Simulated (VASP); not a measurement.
# Ge (I4_1/amd) in VASP: a series of runs

Runs on Ge. Level: PBEsol. Tasks: single point.

All numbers are computed with VASP 6.6.1; they aren't measurements. Logs are shortened: lines on timing, memory, paths and dates and some standing lists are left out, and cuts for length are marked.

## 1. The cell of the first run

It takes space group I4_1/amd (No. 141, tetragonal). The conventional cell has a = 5.097 Å, b = 5.097 Å, c = 2.795 Å, α = 90.00°, β = 90.00°, γ = 90.00°. Within 3.5 Å of Ge (site symmetry -4m2) lie 10 Ge at 2.64 to 3.30 Å.

## 2. Single point, PBEsol

The input, INCAR:

```
PREC = Accurate
ENCUT = 520
EDIFF = 1E-6
ISMEAR = -1
SIGMA = 0.15
LREAL = F
LASPH = T
NELM = 60
ALGO = Normal
ISIF = 2
LWAVE = F
LCHARG = F
GGA = PS
NBANDS = 21
```

The input, KPOINTS:

```
Automatic mesh
0
Gamma
  14 14 14
```

The input, POSCAR:

```
Ge
1.0
   -2.5487451000      2.5487451000      1.3974130000
    2.5487451000     -2.5487451000      1.3974130000
    2.5487451000      2.5487451000     -1.3974130000
Ge
2
Direct
    0.2500000000      0.7500000000      0.5000000000
    0.5000000000      0.5000000000      0.0000000000
```

Potentials or basis: VASP PAW PBE potentials, release 64 (Ge_d).

On the command line:

```console
$ cat potpaw_PBE.64/Ge_d/POTCAR > POTCAR
$ mpirun -np 1 vasp_std > vasp.out
```

OUTCAR:

```text
PREC = Accurate
   ENCUT = 520
   EDIFF = 1E-6
   ISMEAR = -1
   LREAL = F
   LASPH = T
   NELM = 60
   ISIF = 2
   GGA = PS

 ion  position               nearest neighbor table
   1  0.250  0.750  0.500-   2 2.64   2 2.64   2 2.64   2 2.64
   2  0.500  0.500  0.000-   1 2.64   1 2.64   1 2.64   1 2.64

  LATTYP: Found a body centered tetragonal cell.
 ALAT       =     5.0974902000
 C/A-ratio  =     0.5482749138

  Lattice vectors:

 A1 = (  -2.5487451000,   2.5487451000,   1.3974130000)
 A2 = (   2.5487451000,  -2.5487451000,   1.3974130000)
 A3 = (   2.5487451000,   2.5487451000,  -1.3974130000)

Analysis of symmetry for initial positions (statically):
=====================================================================
 Subroutine PRICEL returns:
 Original cell was already a primitive cell.

 Routine SETGRP: Setting up the symmetry group for a
 body centered tetragonal supercell.

 Subroutine GETGRP returns: Found 16 space group operations
 (whereof  8 operations were pure point group operations)
 out of a pool of 16 trial point group operations.

The static configuration has the point symmetry D_2d.
 The point group associated with its full space group is D_4h.

Analysis of symmetry for dynamics (positions and initial velocities):
=====================================================================
 Subroutine PRICEL returns:
 Original cell was already a primitive cell.

 Routine SETGRP: Setting up the symmetry group for a
 body centered tetragonal supercell.

 Subroutine GETGRP returns: Found 16 space group operations
 (whereof  8 operations were pure point group operations)
 out of a pool of 16 trial point group operations.

The dynamic configuration has the point symmetry D_2d.
 The point group associated with its full space group is D_4h.

 Subroutine INISYM returns: Found 16 space group operations
 (whereof  8 operations are pure point group operations),
 and found     1 'primitive' translations

----------------------------------------------------------------------------------------

                                     Primitive cell

  volume of cell :      36.3109

  direct lattice vectors                    reciprocal lattice vectors
    -2.548745100  2.548745100  1.397413000     0.000000000  0.196174973  0.357804028
     2.548745100 -2.548745100  1.397413000     0.196174973  0.000000000  0.357804028
     2.548745100  2.548745100 -1.397413000     0.196174973  0.196174973  0.000000000

  length of vectors
     3.865871992  3.865871992  3.865871992     0.408054337  0.408054337  0.277433307

  position of ions in fractional coordinates (direct lattice)
     0.250000000  0.750000000  0.500000000
     0.500000000  0.500000000  0.000000000

  ion indices of the primitive-cell ions
   primitive index   ion index
                 1           1
                 2           2

----------------------------------------------------------------------------------------

 KPOINTS: Automatic mesh

Automatic generation of k-mesh.
 Grid dimensions read from file:
 generate k-points for:   14   14   14

 Generating k-lattice:

  Cartesian coordinates                     Fractional coordinates (reciprocal lattice)
     0.000000000  0.014012498  0.025557431     0.071428571  0.000000000  0.000000000
     0.014012498  0.000000000  0.025557431     0.000000000  0.071428571  0.000000000
     0.014012498  0.014012498  0.000000000     0.000000000  0.000000000  0.071428571

  Length of vectors
     0.029146738  0.029146738  0.019816665

  Shift w.r.t. Gamma in fractional coordinates (k-lattice)
     0.000000000  0.000000000  0.000000000

 Subroutine IBZKPT returns following result:
 ===========================================

 Found    244 irreducible k-points:

 Following reciprocal coordinates:
            Coordinates               Weight
  0.000000  0.000000  0.000000      1.000000
  0.071429 -0.000000  0.000000      8.000000
  0.142857 -0.000000  0.000000      8.000000
  0.214286 -0.000000  0.000000      8.000000
  0.285714 -0.000000  0.000000      8.000000
  0.357143 -0.000000  0.000000      8.000000
[... 16 lines left out ...]
  0.214286  0.142857  0.000000     16.000000
  0.285714  0.142857  0.000000     16.000000
 [... further k-points ...]
   k-points           NKPTS =    244   k-points in BZ     NKDIM =    244   number of bands    NBANDS=     21
   number of dos      NEDOS =    301   number of ions     NIONS =      2
   total plane-waves  NPLWV =  27000
   dimension x,y,z NGX =    30 NGY =   30 NGZ =   30
   dimension x,y,z NGXF=    60 NGYF=   60 NGZF=   60
   ions per type =               2
   NGX,Y,Z   is equivalent  to a cutoff of  12.90, 12.90, 12.90 a.u.
   NGXF,Y,Z  is equivalent  to a cutoff of  25.80, 25.80, 25.80 a.u.
 SYSTEM =  unknown system
   PREC   = accura    normal or accurate (medium, high low for compatibility)
   ISTART =      0    job   : 0-new  1-cont  2-samecut
   ICHARG =      2    charge: 1-file 2-atom 10-const
   ISPIN  =      1    spin polarized calculation?
   LNONCOLLINEAR =      F non collinear calculations
   LSORBIT =      F    spin-orbit coupling
   LASPH  =      T    aspherical Exc in radial PAW
   ENCUT  =  520.0 eV  38.22 Ry    6.18 a.u.   7.19  7.19  7.19*2*pi/ulx,y,z
   NELM   =     60;   NELMIN=  2; NELMDL= -5     # of ELM steps
   EDIFF  = 0.1E-05   stopping-criterion for ELM
   LREAL  =      F    real-space projection
   EDIFFG = 0.1E-04   stopping-criterion for IOM
   NSW    =      0    number of steps for IOM
   IBRION =     -1    ionic relax: 0-MD 1-quasi-New 2-CG
   NFREE  =      0    steps in history (QN), initial steepest desc. (CG)
   ISIF   =      2    stress and relaxation
   ISYM   =      2    0-nonsym 1-usesym 2-fastsym
   POTIM  = 0.5000    time-step for ionic-motion
   TEBEG  =    0.0;   TEEND  =   0.0 temperature during run
   PSTRESS=    0.0 pullay stress
   NELECT =      28.0000    total number of electrons
   NUPDOWN=      -1.0000    fix difference up-down
   EMIN   =  10.00;   EMAX   =-10.00  energy-range for DOS
   EFERMI =   0.00;   METHOD = LEGACY
   ISMEAR =    -1;   SIGMA  =   0.15  broadening in eV -4-tet -1-fermi 0-gaus
   EFERMI_NEDOS =   21; number of points for ismear=-14 and -15
   IALGO  =     38    algorithm
   IMIX   =      4    mixing-type and parameters
     AMIX     =   0.40;   BMIX     =  1.00
     AMIX_MAG =   1.60;   BMIX_MAG =  1.00
  volume/ion in A,a.u.               =      18.16       122.52
  Fermi-wavevector in a.u.,A,eV,Ry     =   1.501234  2.836920 30.663487  2.253703
  Thomas-Fermi vector in A             =   2.612631
   LORBIT       =      0    0 simple, 1 ext, 2 COOP (PROOUT), +10 PAW based schemes
   GGA     = PS    functional components
   LHFCALC =     F    Hartree Fock is set to
   AEXX    =    0.0000 exact exchange contribution
   IVDW    =     0    specifies the selected vdW correction
   LEPSILON=     F    determine dielectric tensor
   LRPA    =     F    only Hartree local field effects (RPA)
 non-spin polarized calculation
  energy-cutoff  :      520.00
  volume of cell :       36.31
 maximum number of plane-waves:       994
 NGX is ok and might be reduce to    30
   NGX = 15   NGY = 15   NGZ = 15

 number of electron      28.0000008 magnetization

 Free energy of the ion-electron system (eV)
  ---------------------------------------------------
  ext. energy  EPLUGINS =         0.00000000
  ---------------------------------------------------
  free energy    TOTEN  =        -9.56246666 eV

  energy without entropy =       -9.50351633  energy(sigma->0) =       -9.53299149

 E-fermi :   6.8623     XC(G=0): -11.5718

 val. band max:        6.8611433895   @ k =   0.3571  -0.0000   0.0000
 cond. band min:       6.8647491456   @ k =  -0.2857   0.2857   0.2143
 fundamental gap:      0.0036057561
 Fermi energy:         6.8623449696

 k-point     1 :       0.0000    0.0000    0.0000
  band No.  band energies     occupation
      1     -17.8122      2.00000
      2     -17.7561      2.00000
      3     -17.7321      2.00000
      4     -17.7222      2.00000
      5     -17.6169      2.00000
      6     -17.6169      2.00000
[... 13 lines left out ...]
     20      18.6696      0.00000
     21      19.5865      0.00000

 k-point     2 :       0.0714   -0.0000    0.0000
  band No.  band energies     occupation
      1     -17.8101      2.00000
      2     -17.7493      2.00000
      3     -17.7292      2.00000
      4     -17.7138      2.00000
      5     -17.6227      2.00000
      6     -17.6219      2.00000
[... 13 lines left out ...]
     20      18.6319      0.00000
     21      19.4307      0.00000

 k-point     3 :       0.1429   -0.0000    0.0000
  band No.  band energies     occupation
      1     -17.8036      2.00000
      2     -17.7312      2.00000
      3     -17.7212      2.00000
      4     -17.6931      2.00000
      5     -17.6354      2.00000
      6     -17.6284      2.00000
[... 13 lines left out ...]
     20      17.4086      0.00000
     21      17.9915      0.00000

 k-point     4 :       0.2143   -0.0000    0.0000
  band No.  band energies     occupation
      1     -17.7936      2.00000
      2     -17.7098      2.00000
      3     -17.7095      2.00000
      4     -17.6746      2.00000
      5     -17.6505      2.00000
      6     -17.6254      2.00000
[... 13 lines left out ...]
     20      16.2014      0.00000
     21      17.6847      0.00000

 k-point     5 :       0.2857   -0.0000    0.0000
  band No.  band energies     occupation
      1     -17.7826      2.00000
      2     -17.6999      2.00000
      3     -17.6956      2.00000
      4     -17.6751      2.00000
      5     -17.6624      2.00000
      6     -17.6310      2.00000
[... 13 lines left out ...]
     20      15.3407      0.00000
     21      18.1889      0.00000
[... 382 lines left out ...]
     20      19.0703      0.00000
     21      19.4954      0.00000

 k-point    22 :       0.1429    0.1429    0.0000
  band No.  band energies     occupation
      1     -17.7897      2.00000
      2     -17.7036      2.00000
      3     -17.6953      2.00000
      4     -17.6630      2.00000
      5     -17.6494      2.00000
      6     -17.6423      2.00000
[... 13 lines left out ...]
     20      15.9244      0.00000
     21      16.6200      0.00000

 k-point    23 :       0.2143    0.1429    0.0000
  band No.  band energies     occupation
      1     -17.7820      2.00000
      2     -17.7021      2.00000
      3     -17.6927      2.00000
      4     -17.6643      2.00000
      5     -17.6599      2.00000
      6     -17.6489      2.00000
[... 13 lines left out ...]
     20      15.6539      0.00000
     21      17.0802      0.00000

 k-point    24 :       0.2857    0.1429    0.0000
  band No.  band energies     occupation
      1     -17.7761      2.00000
      2     -17.7104      2.00000
      3     -17.6848      2.00000
      4     -17.6800      2.00000
      5     -17.6562      2.00000
      6     -17.6519      2.00000
[... 13 lines left out ...]
     20      16.4509      0.00000
     21      18.0728      0.00000

 [... further k-points ...]

------------------------ aborting loop because EDIFF is reached ----------------------------------------

  FORCE on cell =-STRESS in cart. coord.  units (eV):
  Direction    XX          YY          ZZ          XY          YZ          ZX
  --------------------------------------------------------------------------------------
  -------------------------------------------------------------------------------------
  Total        0.1556297      0.1556297      0.3162638      0.0000000     -0.0000000      0.0000000
  in kB        6.8669752      6.8669752     13.9547632      0.0000000     -0.0000000      0.0000000
  external PRESSURE =       9.2295712 kB  Pullay stress =       0.0000000 kB

 VOLUME and BASIS-vectors are now :
 -----------------------------------------------------------------------------
  energy-cutoff  :      520.00
  volume of cell :       36.31
      direct lattice vectors                 reciprocal lattice vectors
    -2.548745100  2.548745100  1.397413000     0.000000000  0.196174973  0.357804028
     2.548745100 -2.548745100  1.397413000     0.196174973  0.000000000  0.357804028
     2.548745100  2.548745100 -1.397413000     0.196174973  0.196174973  0.000000000

 POSITION                                       TOTAL-FORCE (eV/Angst)
 -----------------------------------------------------------------------------------
      2.54875     -0.00000      0.69871         0.000000     -0.000000     -0.000000
      0.00000      0.00000      1.39741        -0.000000      0.000000      0.000000
 -----------------------------------------------------------------------------------
    total drift:                                0.000000     -0.000000      0.000000

  FREE ENERGIE OF THE ION-ELECTRON SYSTEM (eV)
  ---------------------------------------------------
  free  energy   TOTEN  =        -9.5624666558 eV

  energy  without entropy=       -9.5035163340  energy(sigma->0) =       -9.53299149
```

It took 67 s on 1 thread of Intel Xeon 6975P-C (Granite Rapids), shared host; peak memory 0.27 GiB.

What came out:

| Quantity | Value |
| --- | --- |
| Free energy | -9.5625 eV |
| Pressure | 0.9 GPa |
| Band gap on the k mesh | zero (bands 14 and 15 overlap by 5.17 eV) |

Levels at points of the mesh, in eV from the Fermi level:
| k point | band 11 | band 12 | band 13 | band 14 | band 15 | band 16 | band 17 | band 18 |
| --- | --- | --- | --- | --- | --- | --- | --- | --- |
| (0.00, 0.00, 0.00) | -13.47 | -3.85 | -2.33 | -2.33 | 3.26 | 7.84 | 7.84 | 8.15 |
| (0.50, 0.00, 0.00) | -8.15 | -6.50 | -2.58 | -2.00 | -1.43 | 2.43 | 3.66 | 5.67 |
| (0.50, 0.50, 0.00) | -10.66 | -10.66 | 0.69 | 0.69 | 2.07 | 2.07 | 7.48 | 7.48 |
| (0.50, 0.50, 0.50) | -8.87 | -8.87 | -6.03 | -6.03 | 6.04 | 6.04 | 11.41 | 11.41 |

Caveat: the PAW data sets were made with another functional, which shifts forces and pressure a little.

(Part 1 of 2 ends here.)
